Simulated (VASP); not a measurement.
# B (P6/mmm) in VASP: a series of runs, part 2 of 2

VASP 6.6.1.

## Step 4: Single point, PBE

This run uses another cell than the first one, of 8.30 Å³/atom, 0.511 times its volume.

Contents of INCAR:

```
SYSTEM = B
PREC = Accurate
ENCUT = 520
EDIFF = 1E-7
ISMEAR = 0
SIGMA = 0.1
LREAL = .FALSE.
LASPH = .TRUE.
NELM = 80
ALGO = Normal
ISIF = 2
LWAVE = .FALSE.
LCHARG = .TRUE.
GGA = PE
LELF = .TRUE.
LVHAR = .TRUE.
NBANDS = 10
```

Contents of KPOINTS:

```
Automatic mesh
0
G
  36 36 10
  0 0 0
```

Contents of POSCAR:

```
B
1.0
    1.8519158094      0.0000000000      0.0000000000
   -0.9259579047      1.6038061367      0.0000000000
    0.0000000000      0.0000000000      5.5908816379
B
2
Direct
    0.0000000000      0.0000000000      0.1608150914
    0.0000000000      0.0000000000      0.8391849086
```

Started as:

```console
> cat potpaw_PBE.64/B/POTCAR > POTCAR
> mpirun -np 1 vasp_std > vasp.out
```

Wall time 1.8 min (1 thread of Intel Xeon Platinum 8259CL at 2.50GHz (Skylake/Cascade Lake), shared host); peak memory 0.21 GiB.

It converged, with:

* Free energy: -11.6770 eV
* Pressure: 0.0 GPa
* Largest force: 0.012 eV/Å
* Band gap on the k mesh: zero (band 3 reaches 6.74 eV, above the bottom of band 4 at 5.09 eV)

Forces on the atoms (eV/Å):
```
B    0.000  0.000  0.012
B    0.000  0.000 -0.012
```

Stress tensor (GPa, compression positive):
```
-0.06  0.00  0.00
 0.00 -0.06  0.00
 0.00  0.00  0.15
```

Levels at points of the mesh, in eV from the Fermi level:
```tsv
k point	band 1	band 2	band 3	band 4	band 5	band 6	band 7	band 8
(0.00, 0.00, 0.00)	-17.84	-13.01	-8.51	2.42	5.04	19.14	19.14	20.95
(0.50, 0.00, 0.00)	-8.87	-5.59	-3.58	1.78	2.69	9.57	11.93	13.36
(0.00, 0.00, 0.50)	-17.80	-13.35	-7.56	-0.67	10.03	15.88	19.14	19.14
(0.50, 0.00, 0.50)	-8.85	-5.65	-3.56	1.32	3.30	11.20	11.94	12.38
```

Caveat: this functional lacks dispersion, which binds the layers, so the pressure and a relaxed spacing across them are unreliable.

## Step 5: Relaxation of cell and atoms, PBE

This run uses another cell than the first one, of 8.16 Å³/atom, 0.502 times its volume.

Contents of INCAR:

```
  PREC = Accurate
  ENCUT = 600
  EDIFF = 1E-6
  ISMEAR = 0
  SIGMA = 0.1
  LREAL = F
  LASPH = T
  NELM = 60
  ALGO = Normal
  ISIF = 3
  LWAVE = F
  LCHARG = F
  GGA = PE
  IBRION = 2
  NSW = 100
  EDIFFG = -0.01
```

Contents of KPOINTS:

```
Automatic mesh
0
Gamma
  36 36 10
```

Contents of POSCAR:

```
B
1.0
    1.8469669061      0.0000000000      0.0000000000
   -0.9234834530      1.5995202606      0.0000000000
    0.0000000000      0.0000000000      5.5227976792
B
2
Direct
    0.0000000000      0.0000000000      0.1641726181
    0.0000000000      0.0000000000      0.8358273819
```

Potentials or basis: VASP PAW PBE potentials, release 64 (B).

Started as:

```console
> cat potpaw_PBE.64/B/POTCAR > POTCAR
> mpirun -np 1 vasp_std > vasp.out
```

OUTCAR:

```text
PREC = Accurate
   ENCUT = 600
   EDIFF = 1E-6
   ISMEAR = 0
   LREAL = F
   LASPH = T
   NELM = 60
   ISIF = 3
   GGA = PE
   IBRION = 2
   NSW = 100
   EDIFFG = -0.01

 ion  position               nearest neighbor table
   1  0.000  0.000  0.164-   2 1.81
   2  0.000  0.000  0.836-   1 1.81

  LATTYP: Found a hexagonal cell.
 ALAT       =     1.8469669061
 C/A-ratio  =     2.9901985038

  Lattice vectors:

 A1 = (   1.8469669061,   0.0000000000,   0.0000000000)
 A2 = (  -0.9234834530,   1.5995202606,   0.0000000000)
 A3 = (   0.0000000000,   0.0000000000,   5.5227976792)

Analysis of symmetry for initial positions (statically):
=====================================================================
 Subroutine PRICEL returns:
 Original cell was already a primitive cell.

 Routine SETGRP: Setting up the symmetry group for a
 hexagonal supercell.

 Subroutine GETGRP returns: Found 24 space group operations
 (whereof 24 operations were pure point group operations)
 out of a pool of 24 trial point group operations.

The static configuration has the point symmetry D_6h.

Analysis of symmetry for dynamics (positions and initial velocities):
=====================================================================
 Subroutine PRICEL returns:
 Original cell was already a primitive cell.

 Routine SETGRP: Setting up the symmetry group for a
 hexagonal supercell.

 Subroutine GETGRP returns: Found 24 space group operations
 (whereof 24 operations were pure point group operations)
 out of a pool of 24 trial point group operations.

The dynamic configuration has the point symmetry D_6h.

 Subroutine INISYM returns: Found 24 space group operations
 (whereof 24 operations are pure point group operations),
[... 125 lines left out ...]
   LEPSILON=     F    determine dielectric tensor
   LRPA    =     F    only Hartree local field effects (RPA)
 conjugate gradient relaxation of ions
 non-spin polarized calculation
 Gauss-broadening in eV      SIGMA  =   0.10
  energy-cutoff  :      600.00
  volume of cell :       16.32
 maximum number of plane-waves:       565
 NGX is ok and might be reduce to    16
   NGX =  7   NGY =  7   NGZ = 23

--------------------------------------- Ionic step        1  -------------------------------------------

 number of electron       6.0000000 magnetization

 Free energy of the ion-electron system (eV)
  ---------------------------------------------------
  ext. energy  EPLUGINS =         0.00000000
  ---------------------------------------------------
  free energy    TOTEN  =       -11.67803101 eV

  energy without entropy =      -11.67746108  energy(sigma->0) =      -11.67774604

------------------------ aborting loop because EDIFF is reached ----------------------------------------

  FORCE on cell =-STRESS in cart. coord.  units (eV):
  Direction    XX          YY          ZZ          XY          YZ          ZX
  --------------------------------------------------------------------------------------
  -------------------------------------------------------------------------------------
  Total        0.1408759      0.1408759     -0.2229589      0.0000000      0.0000000      0.0000000
  in kB       13.8337277     13.8337277    -21.8941198      0.0000000      0.0000000      0.0000000
  external PRESSURE =       1.9244452 kB  Pullay stress =       0.0000000 kB
[... 59 lines left out ...]
--------------------------------------- Ionic step        3  -------------------------------------------

 number of electron       6.0000000 magnetization

 Free energy of the ion-electron system (eV)
  ---------------------------------------------------
  ext. energy  EPLUGINS =         0.00000000
  ---------------------------------------------------
  free energy    TOTEN  =       -11.67909622 eV

  energy without entropy =      -11.67836883  energy(sigma->0) =      -11.67873252

 E-fermi :   6.3319     XC(G=0): -10.7267

 val. band max:        6.3032104513   @ k =   0.0833   0.0278   0.4000
 cond. band min:       6.3536088798   @ k =   0.1111   0.0278   0.5000
 fundamental gap:      0.0503984285
 Fermi energy:         6.3318653345

 k-point     1 :       0.0000    0.0000    0.0000
  band No.  band energies     occupation
      1     -11.5182      2.00000
      2      -6.6621      2.00000
      3      -2.2501      2.00000
      4       8.8650      0.00000
      5      11.6512      0.00000
      6      25.5157      0.00000
      7      25.5157      0.00000
[... 221 lines left out ...]
 k-point    24 :       0.1389    0.0278    0.0000
  band No.  band energies     occupation
      1     -10.4482      2.00000
      2      -5.7004      2.00000
      3      -0.9605      2.00000
      4       9.8264      0.00000
      5      12.6403      0.00000
      6      21.0903      0.00000
      7      23.0908      0.00000

 [... further k-points ...]

------------------------ aborting loop because EDIFF is reached ----------------------------------------

  FORCE on cell =-STRESS in cart. coord.  units (eV):
  Direction    XX          YY          ZZ          XY          YZ          ZX
  --------------------------------------------------------------------------------------
  -------------------------------------------------------------------------------------
  Total        0.0131376      0.0131376      0.0139298      0.0000000     -0.0000000     -0.0000000
  in kB        1.2889770      1.2889770      1.3667104      0.0000000     -0.0000000     -0.0000000
  external PRESSURE =       1.3148881 kB  Pullay stress =       0.0000000 kB
[... 17 lines left out ...]
  FREE ENERGIE OF THE ION-ELECTRON SYSTEM (eV)
  ---------------------------------------------------
  free  energy   TOTEN  =       -11.6790962180 eV

  energy  without entropy=      -11.6783688270  energy(sigma->0) =      -11.67873252

 reached required accuracy - stopping structural energy minimisation
```

CONTCAR:

```text
B
   1.00000000000000
     1.8508006649183317    0.0000000000001198    0.0000000000000000
    -0.9254003324089582    1.6028403931284003   -0.0000000000000000
    -0.0000000000000000    0.0000000000000000    5.5046545131050850
  B
     2
Direct
     0.0000000000000000    1.0000000000000000    0.1635334224552459
     0.0000000000000000    0.0000000000000000    0.8364665775447541

  0.00000000E+00  0.00000000E+00  0.00000000E+00
  0.00000000E+00  0.00000000E+00  0.00000000E+00
```

It took 2.7 min on 1 thread of Intel Xeon Platinum 8259CL at 2.50GHz (Skylake/Cascade Lake), shared host; peak memory 0.21 GiB.

What came out:

```
Free energy                            : -11.6791 eV
Relaxed volume                         : 8.16 Å³/atom
Relaxed cell                           : a = 1.851 Å, b = 1.851 Å, c = 5.505 Å, α = 90.00°, β = 90.00°, γ = 120.00°
Space group after relaxing (to 0.05 Å) : P6/mmm (No. 191)
Energy gained by relaxing              : 0.5 meV/atom
Ionic steps                            : 3
Pressure after relaxing                : 0.1 GPa
Band gap on the k mesh                 : zero (band 3 reaches 6.93 eV, above the bottom of band 4 at 5.23 eV)
```

Forces in eV/Å, atoms in the order of the input:
```
B    0.000  0.000  0.002
B    0.000  0.000 -0.002
```

Step by step:
| step | energy change (eV) | largest force (eV/Å) | pressure (GPa) | volume (Å³) |
| --- | --- | --- | --- | --- |
| 1 | 0.0000 | 0.1202 | 0.19 | 16.32 |
| 2 | -0.0007 | 0.0740 | 0.14 | 16.34 |
| 3 | -0.0011 | 0.0023 | 0.13 | 16.33 |

Final structure:
```xyz
2
Lattice="1.8508 0.0000 0.0000 -0.9254 1.6028 0.0000 0.0000 0.0000 5.5047" Properties=species:S:1:pos:R:3 pbc="T T T"
B    -0.9254    1.6028    0.9002
B     0.0000    0.0000    4.6045
```

Caveat: this functional lacks dispersion, which binds the layers, so the pressure and a relaxed spacing across them are unreliable.

## Step 6: Overview

```tsv
task	cell	k mesh	cutoff (eV)	gap on the mesh (eV)	pressure (GPa)	relaxed volume (Å³/atom)	largest force (eV/Å)
relaxation of cell and atoms	relaxed from a = 2.771, b = 2.771, c = 4.884 Å, angles 90.0, 90.0, 120.0°, 2 atoms	6 × 6 × 4	600	none	0.1	8.78	0.01
relaxation of cell and atoms	relaxed from a = 1.875, b = 1.875, c = 5.642 Å, angles 90.0, 90.0, 120.0°, 2 atoms	12 × 12 × 4	600	none	-0.1	8.45	-
single point	a = 1.852, b = 1.852, c = 5.591 Å, angles 90.0, 90.0, 120.0°, 2 atoms	36 × 36 × 10	520	none	0.0	-	0.01
relaxation of cell and atoms	relaxed from a = 1.847, b = 1.847, c = 5.523 Å, angles 90.0, 90.0, 120.0°, 2 atoms	36 × 36 × 10	600	none	0.1	8.16	-
```

Alike in all rows: level PBE; potentials or basis VASP PAW PBE potentials, release 64 (B); no spin polarisation; smearing gaussian 0.1 eV.

Caveats: some runs use coarse meshes; this functional lacks dispersion, which binds the layers, so the pressure and a relaxed spacing across them are unreliable; the volume moved by over 15 % at a fixed basis, so the end points are rough (some runs).

Absolute energies hang on the potentials; compare differences alone.
